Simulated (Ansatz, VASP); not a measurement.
**MgO: VASP beside Ansatz**

File INCAR:

```
ALGO = Normal ; EDIFF = 1E-6
ENCUT = 520 ; GGA = PS
ISIF = 2 ; ISMEAR = -1
LASPH = T ; LCHARG = T
LELF = T ; LREAL = F
LVHAR = T ; LWAVE = F
NBANDS = 11 ; NELM = 80
PREC = Accurate ; SIGMA = 0.05
```

The input KPOINTS:

```
k-points
0
Gamma
  10 10 10
```

Contents of POSCAR:

```
MgO
1.0
    2.8780444641      0.0000000000      0.0000000000
   -1.4390222320      2.4924596191      0.0000000000
    0.0000000000      0.0000000000      2.6249773038
Mg O
1 1
Direct
    0.0000000000      0.0000000000      0.0000000000
    0.3333333333      0.6666666667      0.5000000000
```

File input.yaml:

```yaml
crystal:
  lattice:
    - [2.8780444641, 0.0, 0.0]
    - [-1.439022232, 2.4924596191, 0.0]
    - [0.0, 0.0, 2.6249773038]
  atoms:
    - { symbol: Mg, position: [0.0, 0.0, 0.0] }
    - { symbol: O, position: [0.3333333333, 0.6666666667, 0.5] }
kpoints:
  mp_grid: { grid: [10, 10, 10] }
scf:
  occupations: { method: fermi_dirac, width: 0.05 }
hamiltonian:
  xc: pbesol
  pseudopotentials: { kind: all_electron, lapw: { basis_error: 0.001 } }
output:
  forces: true
  stress: true
  eigenvalues: true
```

Change from the starting cell: volume scaled by 0.94.

Alike in both runs: task single point; functional PBEsol; k mesh 10 × 10 × 10; occupations fermi-dirac, width 0.05 eV; no spin polarisation.

|  | VASP | Ansatz |
| --- | --- | --- |
| version | VASP 6.6.1 | Ansatz 0.2.0 |
| potentials or method | VASP PAW PBE potentials, release 64 (Mg, O), cutoff 520 eV | all-electron LAPW, scalar-relativistic |

|  | VASP | Ansatz | Ansatz less VASP |
| --- | --- | --- | --- |
| gap on the k mesh at the Fermi level (eV) | 3.40 | 3.40 | +0.002 |
| least direct gap on the mesh (eV) | 3.81 | 3.81 | -0.001 |
| pressure (GPa) | 4.9 | 5.3 | +0.48 |
| traceless stress, the component that is largest in VASP (GPa) | 1.39 | 1.45 | +0.058 |

VASP's potentials were made for PBE, not for PBEsol. Ansatz ran all-electron here, and VASP with PAW potentials.
